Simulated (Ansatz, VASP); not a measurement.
**TaTe in VASP and in Ansatz**

```
CELL_PARAMETERS angstrom
0.00000 2.82883 2.82883
2.82883 0.00000 2.82883
2.82883 2.82883 0.00000
ATOMIC_POSITIONS crystal
Ta 0.50000 0.50000 0.50000
Te 0.00000 0.00000 0.00000
```

Alike in both runs: task single point; functional PBE; k mesh 10 × 10 × 10; occupations gaussian, width 0.05 eV; collinear spin.

|  | VASP | Ansatz |
| --- | --- | --- |
| version | VASP 6.6.1 | Ansatz 0.2.0 |
| potentials or method | VASP PAW PBE potentials, release 64 (Ta_pv, Te), cutoff 520 eV | scalar-relativistic, plane waves, PAW |
| valence electrons in the cell | 17 | 29 |

```tsv
	VASP	Ansatz	Ansatz less VASP
gap on the k mesh at the Fermi level (eV)	none	none	-
pressure (GPa)	2.3	2.3	-0.05
net moment per atom (μB)	0.07	0.07	+0.004
```

A gap of «none» marks a metal or a gap that the smearing closes. VASP's potentials hold 17 valence electrons a cell and Ansatz's 29, so a difference there can come from the potentials and not from the codes.

Neither program's run includes spin-orbit coupling.
